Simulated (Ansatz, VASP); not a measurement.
**Co: VASP beside Ansatz**

```
CELL_PARAMETERS angstrom
0.00000 1.68159 1.68159
1.68159 0.00000 1.68159
1.68159 1.68159 0.00000
ATOMIC_POSITIONS crystal
Co 0.00000 0.00000 0.00000
```

Alike in both runs: task single point; functional PBEsol; k mesh 18 × 18 × 18; occupations fermi-dirac, width 0.1 eV; no spin polarisation.

|  | VASP | Ansatz |
| --- | --- | --- |
| version | VASP 6.6.1 | Ansatz 0.2.0 |
| potentials or method | VASP PAW PBE potentials, release 64 (Co_sv), cutoff 690 eV | plane waves (420 eV) with PAW, scalar-relativistic |
| valence electrons in the cell | 17 | 17 |

Ansatz gave:

```
pressure (GPa) : 12.9
```

Q: Estimate VASP's values.

A: Pressure (GPa): 11.4.

VASP's potentials were made for PBE, not for PBEsol, and Ansatz warns of the same on its side.
